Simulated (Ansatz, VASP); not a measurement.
# BAs: VASP beside Ansatz

Contents of POSCAR:

```
BAs
1.0
    0.0000000000      2.4043183418      2.4043183418
    2.4043183418      0.0000000000      2.4043183418
    2.4043183418      2.4043183418      0.0000000000
As B
1 1
Direct
    0.7500000000      0.7500000000      0.7500000000
    0.0000000000      0.0000000000      0.0000000000
```

The input INCAR.step1:

```
  PREC = Accurate
  ENCUT = 520
  ISMEAR = -1
  SIGMA = 0.05
  LREAL = False
  LASPH = True
  NELM = 100
  NBANDS = 11
  GGA = PE
  ALGO = Normal
  EDIFF = 1E-4
  LWAVE = True
  LCHARG = False
```

Contents of INCAR.step2:

```
  PREC = Accurate
  ENCUT = 520
  EDIFF = 1E-6
  ISMEAR = -1
  SIGMA = 0.05
  LREAL = False
  LASPH = True
  NELM = 100
  ALGO = Normal
  ISIF = 2
  LWAVE = False
  LCHARG = False
  METAGGA = R2SCAN
  LMIXTAU = True
  LUSE_VDW = True
  IVDW_NL = 2
  BPARAM = 11.95
  CPARAM = 0.0093
  NBANDS = 11
  ISTART = 1
```

File KPOINTS:

```
Automatic mesh
0
Gamma
  10 10 10
```

The input input.yaml:

```yaml
crystal:
  lattice:
    - [0.0, 2.4043183418, 2.4043183418]
    - [2.4043183418, 0.0, 2.4043183418]
    - [2.4043183418, 2.4043183418, 0.0]
  atoms:
    - { symbol: As, position: [0.75, 0.75, 0.75] }
    - { symbol: B, position: [0.0, 0.0, 0.0] }
hamiltonian:
  xc: r2scan
  pseudopotentials: { kind: paw }
  dispersion: rvv10
kpoints:
  mp_grid: { grid: [10, 10, 10] }
scf:
  occupations: { method: fermi_dirac, width: 0.05 }
output:
  forces: true
  stress: true
  eigenvalues: true
  write_density: true
  write_potential: true
  elf: true
  volumetric_format: npy
```

Alike in both runs: task single point; functional r2SCAN; dispersion rVV10; k mesh 10 × 10 × 10; occupations fermi-dirac, width 0.05 eV; no spin polarisation.

|  | VASP | Ansatz |
| --- | --- | --- |
| version | VASP 6.6.1 | Ansatz 0.2.0 |
| potentials or method | VASP PAW PBE potentials, release 64 (As, B) | Ansatz PAW |
| plane-wave cutoff (eV) | 520 | 500 |
| valence electrons in the cell | 8 | 18 |

Ansatz gave:

- gap on the k mesh at the Fermi level (eV): 1.36
- least direct gap on the mesh (eV): 3.41
- pressure (GPa): -2.9

**Question.** What did VASP give for the same quantities?

**Answer.** gap on the k mesh at the Fermi level (eV): 1.35; least direct gap on the mesh (eV): 3.42; pressure (GPa): -2.5.

VASP's potentials were made for PBE, not for r2SCAN. VASP's potentials hold 8 valence electrons a cell and Ansatz's 18, so a difference there can come from the potentials and not from the codes.
